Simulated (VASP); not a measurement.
# Ge (Fd-3m) in VASP: notebook

Ge is run at these levels: PBE, r2SCAN; tasks: single point.

Program: VASP 6.6.1. These are calculated values, not measurements. Logs are shortened: lines on timing, memory, paths and dates and some standing lists are left out, and cuts for length are marked.

### 1 The cell of the first run

Symmetry: Fd-3m, No. 227, cubic system. The conventional cell has a = 5.730 Å, b = 5.730 Å, c = 5.730 Å, α = 90.00°, β = 90.00°, γ = 90.00°. Within 3.3 Å of Ge (site symmetry -43m) lie 4 Ge at 2.48 Å.

### 2 Single point, PBE (strain +1.0%)

The input, INCAR:

```
SYSTEM = Ge
  PREC = Accurate
  ENCUT = 520
  EDIFF = 1E-7
  ISMEAR = -1
  SIGMA = 0.02
  LREAL = .FALSE.
  LASPH = .TRUE.
  NELM = 60
  ALGO = Normal
  ISIF = 2
  LWAVE = .FALSE.
  LCHARG = .TRUE.
  GGA = PE
  LELF = .TRUE.
  LVHAR = .TRUE.
  NBANDS = 21
```

The input, KPOINTS:

```
regular mesh
0
G
  8 8 8
  0 0 0
```

The input, POSCAR:

```
Ge
1.0
    0.0000000000      2.8652422468      2.8652422468
    2.8652422468      0.0000000000      2.8652422468
    2.8652422468      2.8652422468      0.0000000000
Ge
2
Direct
    0.0000000000      0.0000000000      0.0000000000
    0.2500000000      0.2500000000      0.2500000000
```

Potentials or basis: VASP PAW PBE potentials, release 64 (Ge_d).

The run is started by

```
cat potpaw_PBE.64/Ge_d/POTCAR > POTCAR
mpirun -np 1 vasp_std > vasp.out
```

OUTCAR:

```text
SYSTEM = Ge
   PREC = Accurate
   ENCUT = 520
   EDIFF = 1E-7
   ISMEAR = -1
   LREAL = .FALSE.
   LASPH = .TRUE.
   NELM = 60
   ISIF = 2
   GGA = PE

 ion  position               nearest neighbor table
   1  0.000  0.000  0.000-   2 2.48   2 2.48   2 2.48   2 2.48
   2  0.250  0.250  0.250-   1 2.48   1 2.48   1 2.48   1 2.48

  LATTYP: Found a face centered cubic cell.
 ALAT       =     5.7304844936

  Lattice vectors:

 A1 = (   0.0000000000,   2.8652422468,   2.8652422468)
 A2 = (   2.8652422468,   0.0000000000,   2.8652422468)
 A3 = (   2.8652422468,   2.8652422468,   0.0000000000)

Analysis of symmetry for initial positions (statically):
=====================================================================
 Subroutine PRICEL returns:
 Original cell was already a primitive cell.

 Routine SETGRP: Setting up the symmetry group for a
 face centered cubic supercell.

 Subroutine GETGRP returns: Found 48 space group operations
 (whereof 24 operations were pure point group operations)
 out of a pool of 48 trial point group operations.

The static configuration has the point symmetry T_d .
 The point group associated with its full space group is O_h .

Analysis of symmetry for dynamics (positions and initial velocities):
=====================================================================
 Subroutine PRICEL returns:
 Original cell was already a primitive cell.

 Routine SETGRP: Setting up the symmetry group for a
 face centered cubic supercell.

 Subroutine GETGRP returns: Found 48 space group operations
 (whereof 24 operations were pure point group operations)
 out of a pool of 48 trial point group operations.

The dynamic configuration has the point symmetry T_d .
 The point group associated with its full space group is O_h .

 Subroutine INISYM returns: Found 48 space group operations
 (whereof 24 operations are pure point group operations),
 and found     1 'primitive' translations

----------------------------------------------------------------------------------------

                                     Primitive cell

  volume of cell :      47.0451

  direct lattice vectors                    reciprocal lattice vectors
     0.000000000  2.865242247  2.865242247    -0.174505315  0.174505315  0.174505315
     2.865242247  0.000000000  2.865242247     0.174505315 -0.174505315  0.174505315
[... 74 lines left out ...]
   NGXF,Y,Z  is equivalent  to a cutoff of  24.62, 24.62, 24.62 a.u.
 SYSTEM =  Ge
   PREC   = accura    normal or accurate (medium, high low for compatibility)
   ISTART =      0    job   : 0-new  1-cont  2-samecut
   ICHARG =      2    charge: 1-file 2-atom 10-const
   ISPIN  =      1    spin polarized calculation?
   LNONCOLLINEAR =      F non collinear calculations
   LSORBIT =      F    spin-orbit coupling
   LASPH  =      T    aspherical Exc in radial PAW
   ENCUT  =  520.0 eV  38.22 Ry    6.18 a.u.   7.53  7.53  7.53*2*pi/ulx,y,z
   NELM   =     60;   NELMIN=  2; NELMDL= -5     # of ELM steps
   EDIFF  = 0.1E-06   stopping-criterion for ELM
   LREAL  =      F    real-space projection
   EDIFFG = 0.1E-05   stopping-criterion for IOM
   NSW    =      0    number of steps for IOM
   IBRION =     -1    ionic relax: 0-MD 1-quasi-New 2-CG
   NFREE  =      0    steps in history (QN), initial steepest desc. (CG)
   ISIF   =      2    stress and relaxation
   ISYM   =      2    0-nonsym 1-usesym 2-fastsym
   POTIM  = 0.5000    time-step for ionic-motion
   TEBEG  =    0.0;   TEEND  =   0.0 temperature during run
   PSTRESS=    0.0 pullay stress
   NELECT =      28.0000    total number of electrons
   NUPDOWN=      -1.0000    fix difference up-down
   EMIN   =  10.00;   EMAX   =-10.00  energy-range for DOS
   EFERMI =   0.00;   METHOD = LEGACY
   ISMEAR =    -1;   SIGMA  =   0.02  broadening in eV -4-tet -1-fermi 0-gaus
   EFERMI_NEDOS =   21; number of points for ismear=-14 and -15
   IALGO  =     38    algorithm
   IMIX   =      4    mixing-type and parameters
     AMIX     =   0.40;   BMIX     =  1.00
     AMIX_MAG =   1.60;   BMIX_MAG =  1.00
  volume/ion in A,a.u.               =      23.52       158.74
  Fermi-wavevector in a.u.,A,eV,Ry     =   1.377070  2.602286 25.801042  1.896323
  Thomas-Fermi vector in A             =   2.502257
   LORBIT       =      0    0 simple, 1 ext, 2 COOP (PROOUT), +10 PAW based schemes
   GGA     = PE    functional components
   LHFCALC =     F    Hartree Fock is set to
   AEXX    =    0.0000 exact exchange contribution
   IVDW    =     0    specifies the selected vdW correction
   LEPSILON=     F    determine dielectric tensor
   LRPA    =     F    only Hartree local field effects (RPA)
 non-spin polarized calculation
  energy-cutoff  :      520.00
  volume of cell :       47.05
 maximum number of plane-waves:      1283
   NGX = 15   NGY = 15   NGZ = 15

 number of electron      27.9999991 magnetization

 Free energy of the ion-electron system (eV)
  ---------------------------------------------------
  ext. energy  EPLUGINS =         0.00000000
  ---------------------------------------------------
  free energy    TOTEN  =        -9.02384373 eV

  energy without entropy =       -9.02362986  energy(sigma->0) =       -9.02373679

 E-fermi :   4.6377     XC(G=0):  -9.7423

 val. band max:        4.6289808547   @ k =   0.0000   0.0000   0.0000
 cond. band min:       4.6993182062   @ k =   0.5000   0.0000   0.0000
 fundamental gap:      0.0703373515
 Fermi energy:         4.6377393134

 k-point     1 :       0.0000    0.0000    0.0000
  band No.  band energies     occupation
      1     -20.1348      2.00000
      2     -20.1348      2.00000
      3     -20.1348      2.00000
      4     -20.1015      2.00000
      5     -20.1015      2.00000
      6     -19.9108      2.00000
[... 565 lines left out ...]
     20      15.4674      0.00000
     21      15.8741      0.00000

 [... further k-points ...]
[... 5 lines left out ...]
  --------------------------------------------------------------------------------------
  -------------------------------------------------------------------------------------
  Total        0.2640403      0.2640403      0.2640403      0.0000000      0.0000000      0.0000000
  in kB        8.9922154      8.9922154      8.9922154      0.0000000      0.0000000      0.0000000
  external PRESSURE =       8.9922154 kB  Pullay stress =       0.0000000 kB

 VOLUME and BASIS-vectors are now :
 -----------------------------------------------------------------------------
  energy-cutoff  :      520.00
  volume of cell :       47.05
      direct lattice vectors                 reciprocal lattice vectors
     0.000000000  2.865242247  2.865242247    -0.174505315  0.174505315  0.174505315
     2.865242247  0.000000000  2.865242247     0.174505315 -0.174505315  0.174505315
     2.865242247  2.865242247  0.000000000     0.174505315  0.174505315 -0.174505315

 POSITION                                       TOTAL-FORCE (eV/Angst)
 -----------------------------------------------------------------------------------
      0.00000      0.00000      0.00000         0.000000      0.000000      0.000000
      1.43262      1.43262      1.43262        -0.000000     -0.000000     -0.000000
 -----------------------------------------------------------------------------------
    total drift:                                0.000000      0.000000      0.000000

  FREE ENERGIE OF THE ION-ELECTRON SYSTEM (eV)
  ---------------------------------------------------
  free  energy   TOTEN  =        -9.0238437336 eV

  energy  without entropy=       -9.0236298562  energy(sigma->0) =       -9.02373679
```

OSZICAR:

```text
N       E                     dE             d eps       ncg     rms          rms(c)
DAV:   1     0.201109547317E+03    0.20111E+03   -0.14495E+04  1334   0.355E+03
DAV:   2     0.211846641255E+02   -0.17992E+03   -0.17454E+03  1218   0.680E+02
DAV:   3    -0.804281258041E+01   -0.29227E+02   -0.29033E+02  1418   0.147E+02
DAV:   4    -0.908251368156E+01   -0.10397E+01   -0.10392E+01  1348   0.327E+01
DAV:   5    -0.910025452273E+01   -0.17741E-01   -0.17740E-01  1418   0.479E+00    0.304E+00
DAV:   6    -0.904912983157E+01    0.51125E-01   -0.20426E-02  1411   0.146E+00    0.181E+00
DAV:   7    -0.902196436671E+01    0.27165E-01   -0.43858E-02  1328   0.196E+00    0.147E-01
DAV:   8    -0.902365934509E+01   -0.16950E-02   -0.59760E-03  1363   0.992E-01    0.424E-02
DAV:   9    -0.902381205166E+01   -0.15271E-03   -0.23024E-04  1409   0.217E-01    0.164E-02
DAV:  10    -0.902384168976E+01   -0.29638E-04   -0.54986E-05  1360   0.784E-02    0.591E-03
DAV:  11    -0.902384373845E+01   -0.20487E-05   -0.78365E-06  1527   0.477E-02    0.187E-03
DAV:  12    -0.902384373356E+01    0.48894E-08   -0.41286E-07  1471   0.122E-02
   1 F= -.90238437E+01 E0= -.90237368E+01  d E =-.213877E-03
```

It took 40 s on 1 thread of Intel Xeon 8259CL, shared host; peak memory 0.17 GiB.

Results:

```
Free energy            : -9.0238 eV
Pressure               : 0.9 GPa
Band gap on the k mesh : zero (filled and empty bands touch)
```

Caveat: the cell differs from its parent crystal (strain +1.0%).

(Part 1 of 3 ends here.)
